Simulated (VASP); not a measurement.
# SnO in VASP: further runs

SnO is run at these levels: PBE+D3(BJ); tasks: single point.

All numbers are computed with VASP 6.6.1; they aren't measurements. Logs are shortened: lines on timing, memory, paths and dates and some standing lists are left out, and cuts for length are marked.

**1. The cell of the first run**

The cell holds a slab with vacuum, 4 atoms: a = 3.821 Å, b = 3.821 Å, c = 22.228 Å, α = 90.00°, β = 90.00°, γ = 90.00°.

**2. Single point, PBE+D3(BJ)**

INCAR reads:

```
SYSTEM = SnO
PREC = Accurate
ENCUT = 520
EDIFF = 1E-6
ISMEAR = 0
SIGMA = 0.05
LREAL = .FALSE.
LASPH = .TRUE.
NELM = 120
ALGO = Normal
ISIF = 2
LWAVE = .FALSE.
LCHARG = .FALSE.
LDIPOL = .TRUE.
IDIPOL = 3
DIPOL = 0.5 0.5 0.256
GGA = PE
IVDW = 12
NBANDS = 28
GGA_COMPAT = .FALSE.
NELMDL = -8
```

KPOINTS reads:

```
Automatic mesh
0
G
  7 7 1
  0 0 0
```

POSCAR reads:

```
SnO
1.0
    3.8205591864     -0.0000144263      0.0000000000
    0.0000145052      3.8205591864      0.0000000000
    0.0000000000      0.0000000000     22.2281054423
Sn O
2 2
Direct
    0.7499972411      0.2500027589      0.2024464033
    0.2499972411      0.7500027589      0.3088006191
    0.2499972411      0.2500027589      0.2556235112
    0.7499972411      0.7500027589      0.2556235112
```

Potentials or basis: VASP PAW PBE potentials, release 64 (Sn_d, O).

Run with:

```console
$ cat potpaw_PBE.64/Sn_d/POTCAR potpaw_PBE.64/O/POTCAR > POTCAR
$ mpirun -np 1 vasp_std > vasp.out
```

OUTCAR:

```text
SYSTEM = SnO
   PREC = Accurate
   ENCUT = 520
   EDIFF = 1E-6
   ISMEAR = 0
   LREAL = .FALSE.
   LASPH = .TRUE.
   NELM = 120
   ISIF = 2
   GGA = PE
   IVDW = 12
   NELMDL = -8
 IVDW          = 12

 ion  position               nearest neighbor table
   1  0.750  0.250  0.202-   3 2.25   3 2.25   4 2.25   4 2.25   2 3.59   2 3.59   2 3.59   2 3.59

   2  0.250  0.750  0.309-   4 2.25   4 2.25   3 2.25   3 2.25   1 3.59   1 3.59   1 3.59   1 3.59

   3  0.250  0.250  0.256-   1 2.25   1 2.25   2 2.25   2 2.25
   4  0.750  0.750  0.256-   2 2.25   2 2.25   1 2.25   1 2.25

  LATTYP: Found a simple tetragonal cell.
 ALAT       =     3.8205591864
 C/A-ratio  =     5.8180241053

  Lattice vectors:

 A1 = (   3.8205591864,  -0.0000144263,   0.0000000000)
 A2 = (   0.0000145052,   3.8205591864,   0.0000000000)
 A3 = (   0.0000000000,   0.0000000000,  22.2281054423)

Analysis of symmetry for initial positions (statically):
=====================================================================
 Subroutine PRICEL returns:
 Original cell was already a primitive cell.

 Routine SETGRP: Setting up the symmetry group for a
 simple tetragonal supercell.

 Subroutine GETGRP returns: Found 16 space group operations
 (whereof  2 operations were pure point group operations)
 out of a pool of 16 trial point group operations.

The static configuration has the point symmetry C_1h.
 The point group associated with its full space group is D_4h.

Analysis of symmetry for dynamics (positions and initial velocities):
=====================================================================
 Subroutine PRICEL returns:
 Original cell was already a primitive cell.

 Routine SETGRP: Setting up the symmetry group for a
 simple tetragonal supercell.

 Subroutine GETGRP returns: Found 16 space group operations
 (whereof  2 operations were pure point group operations)
 out of a pool of 16 trial point group operations.

The dynamic configuration has the point symmetry C_1h.
 The point group associated with its full space group is D_4h.

 Subroutine INISYM returns: Found 16 space group operations
 (whereof  2 operations are pure point group operations),
 and found     1 'primitive' translations

----------------------------------------------------------------------------------------

                                     Primitive cell

  volume of cell :     324.4564

  direct lattice vectors                    reciprocal lattice vectors
     3.820559186 -0.000014426  0.000000000     0.261741790 -0.000000994  0.000000000
     0.000014505  3.820559186  0.000000000     0.000000988  0.261741790  0.000000000
     0.000000000  0.000000000 22.228105442     0.000000000  0.000000000  0.044988090

  length of vectors
     3.820559186  3.820559186 22.228105442     0.261741790  0.261741790  0.044988090

  position of ions in fractional coordinates (direct lattice)
     0.749997241  0.250002759  0.202446403
     0.249997241  0.750002759  0.308800619
     0.249997241  0.250002759  0.255623511
     0.749997241  0.750002759  0.255623511

  ion indices of the primitive-cell ions
   primitive index   ion index
                 1           1
                 2           2
                 3           3
                 4           4

----------------------------------------------------------------------------------------

 KPOINTS: Automatic mesh

Automatic generation of k-mesh.
 Grid dimensions read from file:
 generate k-points for:    7    7    1

 Generating k-lattice:

  Cartesian coordinates                     Fractional coordinates (reciprocal lattice)
     0.037391684 -0.000000142  0.000000000     0.142857143  0.000000000  0.000000000
     0.000000141  0.037391684  0.000000000     0.000000000  0.142857143  0.000000000
     0.000000000  0.000000000  0.044988090     0.000000000  0.000000000  1.000000000

  Length of vectors
     0.037391684  0.037391684  0.044988090

  Shift w.r.t. Gamma in fractional coordinates (k-lattice)
     0.000000000  0.000000000  0.000000000

 Subroutine IBZKPT returns following result:
 ===========================================

 Found     10 irreducible k-points:

 Following reciprocal coordinates:
            Coordinates               Weight
  0.000000  0.000000  0.000000      1.000000
  0.142857 -0.000000  0.000000      4.000000
  0.285714 -0.000000  0.000000      4.000000
  0.428571  0.000000  0.000000      4.000000
  0.142857  0.142857  0.000000      4.000000
  0.285714  0.142857  0.000000      8.000000
  0.428571  0.142857  0.000000      8.000000
  0.285714  0.285714  0.000000      4.000000
  0.428571  0.285714  0.000000      8.000000
  0.428571  0.428571  0.000000      4.000000
   k-points           NKPTS =     10   k-points in BZ     NKDIM =     10   number of bands    NBANDS=     28
   number of dos      NEDOS =    301   number of ions     NIONS =      4
   total plane-waves  NPLWV = 131712
   dimension x,y,z NGX =    28 NGY =   28 NGZ =  168
   dimension x,y,z NGXF=    56 NGYF=   56 NGZF=  336
   ions per type =               2   2
   NGX,Y,Z   is equivalent  to a cutoff of  12.18, 12.18, 12.56 a.u.
   NGXF,Y,Z  is equivalent  to a cutoff of  24.37, 24.37, 25.13 a.u.
 SYSTEM =  SnO
   PREC   = accura    normal or accurate (medium, high low for compatibility)
   ISTART =      0    job   : 0-new  1-cont  2-samecut
   ICHARG =      2    charge: 1-file 2-atom 10-const
   ISPIN  =      1    spin polarized calculation?
   LNONCOLLINEAR =      F non collinear calculations
   LSORBIT =      F    spin-orbit coupling
   LASPH  =      T    aspherical Exc in radial PAW
   ENCUT  =  520.0 eV  38.22 Ry    6.18 a.u.   7.10  7.10 41.33*2*pi/ulx,y,z
   NELM   =    120;   NELMIN=  2; NELMDL= -8     # of ELM steps
   EDIFF  = 0.1E-05   stopping-criterion for ELM
   LREAL  =      F    real-space projection
   EDIFFG = 0.1E-04   stopping-criterion for IOM
   NSW    =      0    number of steps for IOM
   IBRION =     -1    ionic relax: 0-MD 1-quasi-New 2-CG
   NFREE  =      0    steps in history (QN), initial steepest desc. (CG)
   ISIF   =      2    stress and relaxation
   ISYM   =      2    0-nonsym 1-usesym 2-fastsym
   POTIM  = 0.5000    time-step for ionic-motion
   TEBEG  =    0.0;   TEEND  =   0.0 temperature during run
   PSTRESS=    0.0 pullay stress
   NELECT =      40.0000    total number of electrons
   NUPDOWN=      -1.0000    fix difference up-down
   EMIN   =  10.00;   EMAX   =-10.00  energy-range for DOS
   EFERMI =   0.00;   METHOD = LEGACY
   ISMEAR =     0;   SIGMA  =   0.05  broadening in eV -4-tet -1-fermi 0-gaus
   EFERMI_NEDOS =   21; number of points for ismear=-14 and -15
   IALGO  =     38    algorithm
   IMIX   =      4    mixing-type and parameters
     AMIX     =   0.40;   BMIX     =  1.00
     AMIX_MAG =   1.60;   BMIX_MAG =  1.00
  volume/ion in A,a.u.               =      81.11       547.38
  Fermi-wavevector in a.u.,A,eV,Ry     =   0.814784  1.539719  9.032550  0.663874
  Thomas-Fermi vector in A             =   1.924754
   LORBIT       =      0    0 simple, 1 ext, 2 COOP (PROOUT), +10 PAW based schemes
   GGA     = PE    functional components
   LHFCALC =     F    Hartree Fock is set to
   AEXX    =    0.0000 exact exchange contribution
   IVDW    =    12    specifies the selected vdW correction
   LEPSILON=     F    determine dielectric tensor
   LRPA    =     F    only Hartree local field effects (RPA)
 non-spin polarized calculation
 Gauss-broadening in eV      SIGMA  =   0.05
  energy-cutoff  :      520.00
  volume of cell :      324.46
 maximum number of plane-waves:      8769
   NGX = 15   NGY = 15   NGZ = 83

 dipolmoment           0.000000      0.000000      0.000000 electrons x Angstroem

 number of electron      39.9999985 magnetization

 dipolmoment           0.000000      0.000000     -0.000000 electrons x Angstroem

 Free energy of the ion-electron system (eV)
  ---------------------------------------------------
  ext. energy  EPLUGINS =         0.00000000
  ---------------------------------------------------
  free energy    TOTEN  =       -22.57835705 eV

  energy without entropy =      -22.57835705  energy(sigma->0) =      -22.57835705

 E-fermi :  -2.7107     XC(G=0):  -2.8603

 val. band max:       -2.9376395273   @ k =   0.1429   0.1429   0.0000
 cond. band min:       0.1250529244   @ k =   0.4286   0.4286   0.0000
 fundamental gap:      3.0626924517
 Fermi energy:        -2.7107491188

 k-point     1 :       0.0000    0.0000    0.0000
  band No.  band energies     occupation
      1     -23.5149      2.00000
      2     -23.1554      2.00000
      3     -23.1172      2.00000
      4     -23.1172      2.00000
      5     -23.1022      2.00000
      6     -23.0720      2.00000
[... 20 lines left out ...]
     27       3.0260      0.00000
     28       3.6540      0.00000

 k-point     2 :       0.1429   -0.0000    0.0000
  band No.  band energies     occupation
      1     -23.5059      2.00000
      2     -23.1559      2.00000
      3     -23.1190      2.00000
      4     -23.1163      2.00000
      5     -23.1066      2.00000
      6     -23.1015      2.00000
[... 20 lines left out ...]
     27       3.2875      0.00000
     28       3.3880      0.00000

 k-point     3 :       0.2857   -0.0000    0.0000
  band No.  band energies     occupation
      1     -23.4809      2.00000
      2     -23.2516      2.00000
      3     -23.1234      2.00000
      4     -23.1162      2.00000
      5     -23.1129      2.00000
      6     -23.1124      2.00000
[... 20 lines left out ...]
     27       3.3610      0.00000
     28       3.9530      0.00000

 k-point     4 :       0.4286    0.0000    0.0000
  band No.  band energies     occupation
      1     -23.4371      2.00000
      2     -23.3624      2.00000
      3     -23.1265      2.00000
      4     -23.1242      2.00000
      5     -23.1064      2.00000
      6     -23.1044      2.00000
[... 144 lines left out ...]
     27       4.0971      0.00000
     28       4.1634      0.00000

 k-point     9 :       0.4286    0.2857    0.0000
  band No.  band energies     occupation
      1     -23.4498      2.00000
      2     -23.4078      2.00000
      3     -23.1203      2.00000
      4     -23.1185      2.00000
      5     -23.1024      2.00000
      6     -23.1007      2.00000
[... 20 lines left out ...]
     27       5.0263      0.00000
     28       5.0704      0.00000

 k-point    10 :       0.4286    0.4286    0.0000
  band No.  band energies     occupation
      1     -23.4556      2.00000
      2     -23.4417      2.00000
      3     -23.1221      2.00000
      4     -23.1213      2.00000
      5     -23.0898      2.00000
      6     -23.0887      2.00000
[... 20 lines left out ...]
     27       4.4288      0.00000
     28       4.4504      0.00000

------------------------ aborting loop because EDIFF is reached ----------------------------------------

 vacuum level on the upper side and lower side of the slab       (xc-potential included)        -0.007        -0.007

 Edisp (eV)   -0.54880

 E8    (eV) :    -0.2481

  FORCE on cell =-STRESS in cart. coord.  units (eV):
  Direction    XX          YY          ZZ          XY          YZ          ZX
  --------------------------------------------------------------------------------------
  -------------------------------------------------------------------------------------
  Total       0.08486     0.08486     0.13204     0.00000    -0.00000     0.00000
  in kB       0.41906     0.41906     0.65204     0.00000    -0.00000     0.00000
  external pressure =        0.50 kB  Pullay stress =        0.00 kB

 VOLUME and BASIS-vectors are now :
 -----------------------------------------------------------------------------
  energy-cutoff  :      520.00
  volume of cell :      324.46
      direct lattice vectors                 reciprocal lattice vectors
     3.820559186 -0.000014426  0.000000000     0.261741790 -0.000000994  0.000000000
     0.000014505  3.820559186  0.000000000     0.000000988  0.261741790  0.000000000
     0.000000000  0.000000000 22.228105442     0.000000000  0.000000000  0.044988090

 POSITION                                       TOTAL-FORCE (eV/Angst)
 -----------------------------------------------------------------------------------
      2.86541      0.95514      4.50000         0.000000      0.000000     -0.085759
      0.95514      2.86543      6.86405        -0.000000      0.000000      0.085759
      0.95513      0.95515      5.68203         0.000000      0.000000      0.000000
      2.86542      2.86542      5.68203        -0.000000     -0.000000      0.000000
 -----------------------------------------------------------------------------------
    total drift:                               -0.000000      0.000000     -0.000032

  FREE ENERGIE OF THE ION-ELECTRON SYSTEM (eV)
  ---------------------------------------------------
  free  energy   TOTEN  =       -23.1271562477 eV

  energy  without entropy=      -23.1271562477  energy(sigma->0) =      -23.12715625

 vacuum level on the upper side and lower side of the slab         2.458         2.458
```

Wall time 2.9 min (1 thread of Intel Xeon Platinum 8259CL at 2.50GHz (Skylake/Cascade Lake), shared host); peak memory 0.36 GiB.

What came out:

```yaml
Free_energy: -23.1272 eV
Largest_force: 0.086 eV/Å
Band_gap_on_the_k_mesh: 3.06 eV (least direct gap 3.14 eV)
Dispersion_energy_per_atom: -0.137 eV
```

Forces in eV/Å, atoms in the order of the input:
```
Sn   0.000  0.000 -0.086
Sn   0.000  0.000  0.086
O    0.000  0.000  0.000
O    0.000  0.000  0.000
```

Caveat: spin-orbit coupling is left out, which moves the levels of the heavy elements.

**3. Single point, PBE+D3(BJ) (atoms taken out)**

INCAR reads:

```
  PREC = Accurate
  ENCUT = 520
  EDIFF = 1E-7
  ISMEAR = 0
  SIGMA = 0.02
  LREAL = False
  LASPH = True
  NELM = 60
  ALGO = Normal
  ISIF = 2
  LWAVE = False
  LCHARG = False
  LDIPOL = True
  IDIPOL = 3
  DIPOL = 0.5 0.5 0.500
  GGA = PE
  IVDW = 12
  NBANDS = 28
```

KPOINTS reads:

```
Automatic mesh
0
Gamma
  6 6 1
```

POSCAR reads:

```
SnO
1.0
    3.8205591572     -0.0000144285      0.0000000000
    0.0000145032      3.8205591572      0.0000000000
    0.0000000000      0.0000000000     30.6349243850
Sn O
2 2
Direct
    0.7499972356      0.2500027644      0.4614157228
    0.2499972356      0.7500027644      0.5385842772
    0.2499972356      0.2500027644      0.5000000000
    0.7499972356      0.7500027644      0.5000000000
```

Potentials or basis: VASP PAW PBE potentials, release 64 (Sn_d, O).

Run with:

```console
$ cat potpaw_PBE.64/Sn_d/POTCAR potpaw_PBE.64/O/POTCAR > POTCAR
$ mpirun -np 1 vasp_std > vasp.out
```

It took 1.7 min on 1 thread of Intel Xeon 6975P-C (Granite Rapids), shared host; peak memory 0.47 GiB.

Results (log left out):

- Free energy: -23.1267 eV
- Largest force: 0.086 eV/Å
- Band gap on the k mesh: 3.09 eV (least direct gap 3.14 eV)
- Dispersion energy per atom: -0.137 eV

Forces on the atoms (eV/Å):
```
Sn   0.000  0.000 -0.086
Sn   0.000  0.000  0.086
O    0.000  0.000  0.000
O    0.000  0.000  0.000
```

Levels at points of the mesh, in eV from the valence-band top:
| k point | band 16 | band 17 | band 18 | band 19 | band 20 | band 21 | band 22 | band 23 | band 24 | band 25 |
| --- | --- | --- | --- | --- | --- | --- | --- | --- | --- | --- |
| (0.00, 0.00, 0.00) | -3.71 | -2.08 | -1.67 | -1.67 | -0.05 | 3.09 | 3.16 | 5.22 | 5.30 | 5.58 |
| (0.50, 0.00, 0.00) | -3.70 | -3.30 | -3.30 | -0.52 | -0.52 | 3.21 | 3.21 | 5.79 | 5.79 | 7.27 |
| (0.50, 0.50, 0.00) | -3.86 | -1.03 | -1.03 | -0.67 | -0.67 | 3.12 | 3.12 | 5.23 | 5.23 | 6.56 |

Caveat: the cell differs from its parent crystal (atoms taken out); spin-orbit coupling is left out, which moves the levels of the heavy elements.

**4. Single point, PBE+D3(BJ) (atoms taken out)**

INCAR reads:

```
SYSTEM = SnO
PREC = Accurate
ENCUT = 520
EDIFF = 1E-6
ISMEAR = 0
SIGMA = 0.02
LREAL = .FALSE.
LASPH = .TRUE.
NELM = 80
ALGO = Normal
ISIF = 2
LWAVE = .FALSE.
LCHARG = .FALSE.
LDIPOL = .TRUE.
IDIPOL = 3
DIPOL = 0.5 0.5 0.500
GGA = PE
IVDW = 12
NBANDS = 28
```

KPOINTS reads:

```
Automatic mesh
0
G
  6 6 1
  0 0 0
```

POSCAR reads:

```
SnO
1.0
    3.8369227244      0.0000000000      0.0000000000
    0.0000290556      3.8369227243      0.0000000000
    0.0000000000      0.0000000000     30.6349243850
Sn O
2 2
Direct
    0.7499904035      0.2500095965      0.4621761398
    0.2499904035      0.7500095965      0.5378238602
    0.2500040677      0.2499959323      0.5000000000
    0.7500040677      0.7499959323      0.5000000000
```

Run with:

```console
$ cat potpaw_PBE.64/Sn_d/POTCAR potpaw_PBE.64/O/POTCAR > POTCAR
$ mpirun -np 1 vasp_std > vasp.out
```

Run time: 2.4 min. Hardware: 1 thread of Intel Xeon 6975P-C (Granite Rapids), shared host; peak memory 0.56 GiB.

Results (log left out):

```
Free energy                : -23.1170 eV
Largest force              : 0.410 eV/Å
Band gap on the k mesh     : 2.97 eV (least direct gap 3.01 eV)
Dispersion energy per atom : -0.136 eV
```

Forces on the atoms (eV/Å):
```
Sn   0.000  0.000 -0.410
Sn   0.000  0.000  0.410
O    0.000  0.000  0.000
O    0.000  0.000  0.000
```

Levels at points of the mesh, in eV from the valence-band top:
```
           k point  band 16  band 17  band 18  band 19  band 20  band 21  band 22  band 23  band 24  band 25
(0.00, 0.00, 0.00)    -3.70    -2.17    -1.86    -1.86    -0.04     2.97     3.00     5.18     5.25     5.54
(0.50, 0.00, 0.00)    -3.80    -3.47    -3.47    -0.53    -0.53     3.23     3.23     5.69     5.69     7.22
(0.50, 0.50, 0.00)    -3.93    -1.20    -1.20    -0.68    -0.68     3.12     3.12     5.25     5.25     6.55
```

Caveat: the cell differs from its parent crystal (atoms taken out); spin-orbit coupling is left out, which moves the levels of the heavy elements.

**5. Summary**

```csv
cell,k mesh,smearing,gap on the mesh (eV),largest force (eV/Å)
"a = 3.821, b = 3.821, c = 22.228 Å, 4 atoms, atomic positions A",7 × 7 × 1,gaussian 0.05 eV,3.06,0.09
"a = 3.821, b = 3.821, c = 30.635 Å, 4 atoms, atomic positions A",6 × 6 × 1,gaussian 0.02 eV,3.09,0.09
"a = 3.837, b = 3.837, c = 30.635 Å, 4 atoms, atomic positions B",6 × 6 × 1,gaussian 0.02 eV,2.97,0.41
```

Alike in all rows: task single point; level PBE+D3(BJ); potentials or basis VASP PAW PBE potentials, release 64 (Sn_d, O); no spin polarisation; cutoff (eV) 520.

Caveats: spin-orbit coupling is left out, which moves the levels of the heavy elements.

Absolute energies hang on the potentials; compare differences alone.
